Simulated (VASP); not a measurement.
# Na4Li7S2Cl7 in VASP: notebook

Runs on Na4Li7S2Cl7. Level: PBE+D3(BJ). Tasks: single point.

All numbers are computed with VASP 6.6.1; they aren't measurements. Logs are shortened: lines on timing, memory, paths and dates and some standing lists are left out, and cuts for length are marked.

## Step 1: The cell of the first run

The cell holds a disordered packing, 20 atoms: a = 7.474 Å, b = 7.370 Å, c = 7.557 Å, α = 90.99°, β = 91.66°, γ = 89.35°.

## Step 2: Single point, PBE+D3(BJ)

INCAR

```
ALGO     = Normal         # electronic algorithm
EDIFF    = 1E-6           # SCF threshold, eV
ENCUT    = 650            # plane-wave cutoff, eV
GGA      = PE             # functional
GGA_COMPAT= False        
ISIF     = 2              # what is computed and relaxed
ISMEAR   = -1             # smearing method
ISYM     = -1           
IVDW     = 12             # dispersion correction
LASPH    = True           # aspherical terms in the spheres
LCHARG   = True           # write CHGCAR
LELF     = True           # ELF
LREAL    = Auto         
LVHAR    = True         
LWAVE    = False          # write WAVECAR
NBANDS   = 71             # bands
NELM     = 120            # most SCF steps
PREC     = Accurate       # precision mode
SIGMA    = 0.1551         # smearing width, eV
```

KPOINTS

```
explicit points
1
Reciprocal
  0.25000000   0.25000000   0.25000000 1
```

POSCAR

```
Na4Li7S2Cl7
1.0
    7.4728680000      0.0415700000     -0.1084870000
    0.0415700000      7.3694800000     -0.0643420000
   -0.1084870000     -0.0643420000      7.5562280000
Na S Li Cl
4 2 7 7
Direct
    0.5419308026      0.6261580523      0.4981863581
    0.8586417137      0.6768651872      0.8361598305
    0.5055688419      0.8160135958      0.9351803034
    0.9783731391      0.0694540067      0.1951895280
    0.3466076285      0.5850377162      0.1858386113
    0.1194948875      0.3530292659      0.3167840159
    0.7180103355      0.2328884970      0.6267260992
    0.0855222393      0.6347688131      0.3268663077
    0.1621455789      0.2603613502      0.5967510321
    0.5780562552      0.3981045566      0.0874602291
    0.4150195131      0.1532497530      0.1965178416
    0.2020316310      0.4890257314     -0.0801062780
    1.2007161040      0.9897471078      0.7509447037
    0.8074381572      0.6322244925      0.1826793913
    0.4761596960      0.1691080602      0.8651025204
   -0.0696141619      0.2499481840      0.7934674463
    0.6745618183      0.0825672691      0.3773332053
    0.1759363747      0.9085790906      1.0014005143
    0.3052194432      0.5030720076      0.6906386362
    0.1459022999      0.8988363483      0.4781425906
```

Potentials or basis: VASP PAW PBE potentials, release 64 (Na_pv, S, Li_sv, Cl).

Started as:

```sh
$ cat potpaw_PBE.64/Na_pv/POTCAR potpaw_PBE.64/S/POTCAR potpaw_PBE.64/Li_sv/POTCAR potpaw_PBE.64/Cl/POTCAR > POTCAR
$ mpirun -np 1 vasp_std > vasp.out
```

OUTCAR:

```text
EDIFF = 1E-6
   ENCUT = 650
   GGA = PE
   ISIF = 2
   ISMEAR = -1
   ISYM = -1
   IVDW = 12
   LASPH = True
   LREAL = Auto
   NELM = 120
   PREC = Accurate
 IVDW          = 12

 ion  position               nearest neighbor table
   1  0.542  0.626  0.498-  19 2.51   5 2.75
   2  0.859  0.677  0.836-  14 2.68
   3  0.506  0.816  0.935-  18 2.61  15 2.67
   4  0.978  0.069  0.195-  18 2.40   6 2.50  17 2.69
   5  0.347  0.585  0.186-   8 2.27  10 2.33  12 2.36   6 2.65   1 2.75
   6  0.119  0.353  0.317-   8 2.09   9 2.25   4 2.50   5 2.65
   7  0.718  0.233  0.627-  16 2.00  17 2.19
   8  0.086  0.635  0.327-   6 2.09   5 2.27  20 2.28  14 2.32
   9  0.162  0.260  0.597-  19 2.19   6 2.25  16 2.32  13 2.34
  10  0.578  0.398  0.087-   5 2.33  11 2.36  15 2.47  14 2.53
  11  0.415  0.153  0.197-  10 2.36  17 2.40  15 2.56
  12  0.202  0.489  0.920-  19 1.92   5 2.36
  13  0.201  0.990  0.751-  18 2.01  20 2.19   9 2.34  15 2.58
  14  0.807  0.632  0.183-   8 2.32  10 2.53   2 2.68
  15  0.476  0.169  0.865-  10 2.47  11 2.56  13 2.58   3 2.67
  16  0.930  0.250  0.793-   7 2.00   9 2.32
  17  0.675  0.083  0.377-   7 2.19  11 2.40   4 2.69
  18  0.176  0.909  0.001-  13 2.01   4 2.40   3 2.61
  19  0.305  0.503  0.691-  12 1.92   9 2.19   1 2.51
  20  0.146  0.899  0.478-  13 2.19   8 2.28

IMPORTANT INFORMATION: All symmetrisations will be switched off!
NOSYMM: (Re-)initialisation of all symmetry stuff for point group C_1.

----------------------------------------------------------------------------------------

                                     Primitive cell

  volume of cell :     416.0000

  direct lattice vectors                    reciprocal lattice vectors
     7.472868000  0.041570000 -0.108487000     0.133849345 -0.000738298  0.001915428
     0.041570000  7.369480000 -0.064342000    -0.000738298  0.135708946  0.001144975
    -0.108487000 -0.064342000  7.556228000     0.001915428  0.001144975  0.132378413

  length of vectors
     7.473771045  7.369878115  7.557280656     0.133865086  0.135715784  0.132397220

  position of ions in fractional coordinates (direct lattice)
     0.541930803  0.626158052  0.498186358
     0.858641714  0.676865187  0.836159831
     0.505568842  0.816013596  0.935180303
     0.978373139  0.069454007  0.195189528
     0.346607629  0.585037716  0.185838611
     0.119494887  0.353029266  0.316784016
[... 12 lines left out ...]
     0.305219443  0.503072008  0.690638636
     0.145902300  0.898836348  0.478142591

  ion indices of the primitive-cell ions
   primitive index   ion index
                 1           1
                 2           2
                 3           3
                 4           4
                 5           5
                 6           6
[... 12 lines left out ...]
                19          19
                20          20

----------------------------------------------------------------------------------------

 KPOINTS: explicit points

Read explicit list of k-points.

 Found      1 k-points:

 Following reciprocal coordinates:
            Coordinates               Weight
  0.250000  0.250000  0.250000      1.000000
   k-points           NKPTS =      1   k-points in BZ     NKDIM =      1   number of bands    NBANDS=     71
   number of dos      NEDOS =    301   number of ions     NIONS =     20
   total plane-waves  NPLWV = 262144
   dimension x,y,z NGX =    64 NGY =   64 NGZ =   64
   dimension x,y,z NGXF=   128 NGYF=  128 NGZF=  128
   ions per type =               4   2   7   7
   NGX,Y,Z   is equivalent  to a cutoff of  14.24, 14.44, 14.08 a.u.
   NGXF,Y,Z  is equivalent  to a cutoff of  28.47, 28.87, 28.16 a.u.
 SYSTEM =  unknown system
   PREC   = accura    normal or accurate (medium, high low for compatibility)
   ISTART =      0    job   : 0-new  1-cont  2-samecut
   ICHARG =      2    charge: 1-file 2-atom 10-const
   ISPIN  =      1    spin polarized calculation?
   LNONCOLLINEAR =      F non collinear calculations
   LSORBIT =      F    spin-orbit coupling
   LASPH  =      T    aspherical Exc in radial PAW
   ENCUT  =  650.0 eV  47.77 Ry    6.91 a.u.  15.54 15.32 15.71*2*pi/ulx,y,z
   NELM   =    120;   NELMIN=  2; NELMDL= -5     # of ELM steps
   EDIFF  = 0.1E-05   stopping-criterion for ELM
   LREAL  =      T    real-space projection
   EDIFFG = 0.1E-04   stopping-criterion for IOM
   NSW    =      0    number of steps for IOM
   IBRION =     -1    ionic relax: 0-MD 1-quasi-New 2-CG
   NFREE  =      0    steps in history (QN), initial steepest desc. (CG)
   ISIF   =      2    stress and relaxation
   ISYM   =     -1    0-nonsym 1-usesym 2-fastsym
   POTIM  = 0.5000    time-step for ionic-motion
   TEBEG  =    0.0;   TEEND  =   0.0 temperature during run
   PSTRESS=    0.0 pullay stress
   NELECT =     110.0000    total number of electrons
   NUPDOWN=      -1.0000    fix difference up-down
   EMIN   =  10.00;   EMAX   =-10.00  energy-range for DOS
   EFERMI =   0.00;   METHOD = LEGACY
   ISMEAR =    -1;   SIGMA  =   0.16  broadening in eV -4-tet -1-fermi 0-gaus
   EFERMI_NEDOS =   21; number of points for ismear=-14 and -15
   IALGO  =     38    algorithm
   IMIX   =      4    mixing-type and parameters
     AMIX     =   0.40;   BMIX     =  1.00
     AMIX_MAG =   1.60;   BMIX_MAG =  1.00
  volume/ion in A,a.u.               =      20.80       140.37
  Fermi-wavevector in a.u.,A,eV,Ry     =   1.050771  1.985669 15.022451  1.104119
  Thomas-Fermi vector in A             =   2.185787
   LORBIT       =      0    0 simple, 1 ext, 2 COOP (PROOUT), +10 PAW based schemes
   GGA     = PE    functional components
   LHFCALC =     F    Hartree Fock is set to
   AEXX    =    0.0000 exact exchange contribution
   IVDW    =    12    specifies the selected vdW correction
   LEPSILON=     F    determine dielectric tensor
   LRPA    =     F    only Hartree local field effects (RPA)
 non-spin polarized calculation
  energy-cutoff  :      650.00
  volume of cell :      416.00
 maximum number of plane-waves:     15667
 NGX is ok and might be reduce to    64
   NGX = 31   NGY = 31   NGZ = 31

 number of electron     110.0000000 magnetization

 Free energy of the ion-electron system (eV)
  ---------------------------------------------------
  ext. energy  EPLUGINS =         0.00000000
  ---------------------------------------------------
  free energy    TOTEN  =       -62.70016677 eV

  energy without entropy =      -62.30534173  energy(sigma->0) =      -62.50275425

 E-fermi :   2.9511     XC(G=0):  -7.8823

 val. band max:        2.8424862014   @ k =   0.2500   0.2500   0.2500
 cond. band min:       3.0596354112   @ k =   0.2500   0.2500   0.2500
 fundamental gap:      0.2171492099
 Fermi energy:         2.9511181574

 k-point     1 :       0.2500    0.2500    0.2500
  band No.  band energies     occupation
      1     -44.8484      2.00000
      2     -44.4697      2.00000
      3     -44.3282      2.00000
      4     -44.2872      2.00000
      5     -43.8785      2.00000
      6     -43.7084      2.00000
[... 59 lines left out ...]
     66       7.0930      0.00000
     67       7.3980      0.00000
 [bands above 67 left out]

------------------------ aborting loop because EDIFF is reached ----------------------------------------

 Edisp (eV)   -4.11400

 E8    (eV) :    -1.6489

  FORCE on cell =-STRESS in cart. coord.  units (eV):
  Direction    XX          YY          ZZ          XY          YZ          ZX
  --------------------------------------------------------------------------------------
  -------------------------------------------------------------------------------------
  Total       8.48275    10.09657     8.54622    -1.01032    -4.62629    -0.81761
  in kB      32.67034    38.88579    32.91481    -3.89115   -17.81765    -3.14894
  external pressure =       34.82 kB  Pullay stress =        0.00 kB

 VOLUME and BASIS-vectors are now :
 -----------------------------------------------------------------------------
  energy-cutoff  :      650.00
  volume of cell :      416.00
      direct lattice vectors                 reciprocal lattice vectors
     7.472868000  0.041570000 -0.108487000     0.133849345 -0.000738298  0.001915428
     0.041570000  7.369480000 -0.064342000    -0.000738298  0.135708946  0.001144975
    -0.108487000 -0.064342000  7.556228000     0.001915428  0.001144975  0.132378413

 POSITION                                       TOTAL-FORCE (eV/Angst)
 -----------------------------------------------------------------------------------
      4.02176      4.60493      3.66533         0.134512      0.445480     -0.872345
      6.35394      4.97004      6.18151         0.542564     -0.018779     -0.078214
      3.71052      5.97444      6.95908         0.017724     -0.380819      0.448610
      7.29296      0.53995      1.36429        -0.804042      0.038281      0.372323
      2.59431      4.31387      1.32899         1.166538     -0.930506     -0.309905
      0.87328      2.58623      2.35801         0.526140     -1.690851     -0.270437
[... 12 lines left out ...]
      2.22685      3.67563      5.15314         0.810037      1.021926     -1.482367
      1.07580      6.59926      3.53929         0.065580      0.381030      0.492347
 -----------------------------------------------------------------------------------
    total drift:                                0.002838     -0.001938     -0.009293

  FREE ENERGIE OF THE ION-ELECTRON SYSTEM (eV)
  ---------------------------------------------------
  free  energy   TOTEN  =       -66.8141660665 eV

  energy  without entropy=      -66.4193410260  energy(sigma->0) =      -66.61675355
```

Wall time 76 s (1 thread of AMD EPYC 9R45 (Zen 5), shared host); peak memory 0.53 GiB.

What came out:

| Item | Value |
| --- | --- |
| Free energy | -66.8142 eV |
| Pressure | 3.5 GPa |
| Largest force | 2.737 eV/Å |
| Dispersion energy per atom | -0.206 eV |

Forces on the atoms (eV/Å):
```
Na   0.135  0.445 -0.872
Na   0.543 -0.019 -0.078
Na   0.018 -0.381  0.449
Na  -0.804  0.038  0.372
S    1.167 -0.931 -0.310
S    0.526 -1.691 -0.270
Li  -1.191 -0.188 -0.577
Li  -0.240  0.839  0.030
Li  -0.198  0.204 -0.781
Li   0.502  0.782 -0.099
Li  -0.971 -0.165  0.543
Li  -0.707 -0.377  2.617
Li   0.000  0.197 -0.693
Cl  -0.495  0.217 -0.480
Cl   0.519 -0.161  0.240
Cl   1.345  0.294  1.119
Cl  -0.650  0.134 -0.529
Cl  -0.374 -0.642  0.310
Cl   0.810  1.022 -1.482
Cl   0.066  0.381  0.492
```

Stress tensor (GPa, compression positive):
```
 3.27 -0.39 -0.31
-0.39  3.89 -1.78
-0.31 -1.78  3.29
```

Levels at points of the mesh, in eV from the Fermi level:
| k point | band 52 | band 53 | band 54 | band 55 | band 56 | band 57 | band 58 | band 59 |
| --- | --- | --- | --- | --- | --- | --- | --- | --- |
| (0.25, 0.25, 0.25) | -2.35 | -1.72 | -1.35 | -0.11 | 0.11 | 1.76 | 2.24 | 2.54 |

Caveat: the atoms stand as in a frame of molecular dynamics.

## Step 3: Single point, PBE+D3(BJ)

INCAR

```
PREC = Accurate
ENCUT = 650
EDIFF = 1E-6
ISMEAR = -1
SIGMA = 0.1551
LREAL = Auto
LASPH = True
NELM = 120
ALGO = Normal
ISIF = 2
LWAVE = False
LCHARG = False
GGA = PE
IVDW = 12
ISYM = -1
NBANDS = 71
GGA_COMPAT = False
```

KPOINTS is that of step 2.

POSCAR

```
Na4Li7S2Cl7
1.0
    7.4728680000      0.0415700000     -0.1084870000
    0.0415700000      7.3694800000     -0.0643420000
   -0.1084870000     -0.0643420000      7.5562280000
Na S Li Cl
4 2 7 7
Direct
    0.6215341251      0.6448561001      0.5235663487
    1.0033936592      0.8305220836      0.8101078501
    0.5381359507      0.7919622342      0.9303123449
    0.8846120330     -0.0067402331      0.1838815909
    0.5231122835      0.5645673475      0.2123582394
    0.0242423830      0.3432049902      0.2706329770
    0.7356622469      0.1393479527      0.6253058690
    0.2681805389      0.6247685723      0.2928221543
    0.0192521072      0.2948959059      0.5422242150
    0.8008530043      0.4336611131      0.1091566802
    0.4597299890      0.2170811527      0.2265579020
    0.2309477853      0.3128663305     -0.0407406608
    1.2876996170      1.0655279479      0.7221810760
    0.8498037633      0.7409237715      0.0646118908
    0.5330130112      0.2094138885      0.8665850330
   -0.0078602746      0.2157372800      0.8291445455
    0.6262649289      0.0208444661      0.4082668996
    0.2467027101      0.9376633736      1.0071479015
    0.2960179882      0.5140369754      0.6798774826
    0.0904603818      0.9080266998      0.5100718281
```

Potentials or basis: VASP PAW PBE potentials, release 64 (Na_pv, S, Li_sv, Cl).

Started as:

```sh
$ cat potpaw_PBE.64/Na_pv/POTCAR potpaw_PBE.64/S/POTCAR potpaw_PBE.64/Li_sv/POTCAR potpaw_PBE.64/Cl/POTCAR > POTCAR
$ mpirun -np 1 vasp_std > vasp.out
```

Run time: 64 s. Hardware: 1 thread of AMD EPYC 9R45 (Zen 5), shared host; peak memory 0.52 GiB.

Results (log left out):

* Free energy: -68.4448 eV
* Pressure: 3.4 GPa
* Largest force: 4.868 eV/Å
* Dispersion energy per atom: -0.204 eV

Forces on the atoms (eV/Å):
```
Na  -0.082 -0.162 -0.159
Na   0.349 -0.537 -0.588
Na  -0.359 -0.464  0.395
Na   1.237  4.222  2.085
S    0.285 -1.768 -0.567
S    0.918 -0.037 -0.546
Li   0.287  0.733  1.435
Li  -1.710 -0.107  0.512
Li   0.951  0.213  0.368
Li  -0.679  0.437 -0.076
Li  -0.181  0.569  0.130
Li   0.402  0.858  0.699
Li  -0.115 -0.041 -0.239
Cl  -0.309 -3.641 -2.095
Cl   0.703 -0.528 -0.116
Cl  -1.450  0.068 -0.953
Cl  -1.018 -0.624 -0.615
Cl   0.466  0.249  0.719
Cl   0.019  0.362  0.083
Cl   0.285  0.199 -0.470
```

Stress tensor (GPa, compression positive):
```
 3.76 -0.02  0.80
-0.02  3.20  0.49
 0.80  0.49  3.22
```

Levels at points of the mesh, in eV from the Fermi level:
```csv
k point,band 53,band 54,band 55,band 56,band 57,band 58
"(0.25, 0.25, 0.25)",-1.51,-1.20,-0.98,0.94,2.15,2.84
```

Caveat: the atoms stand as in a frame of molecular dynamics.
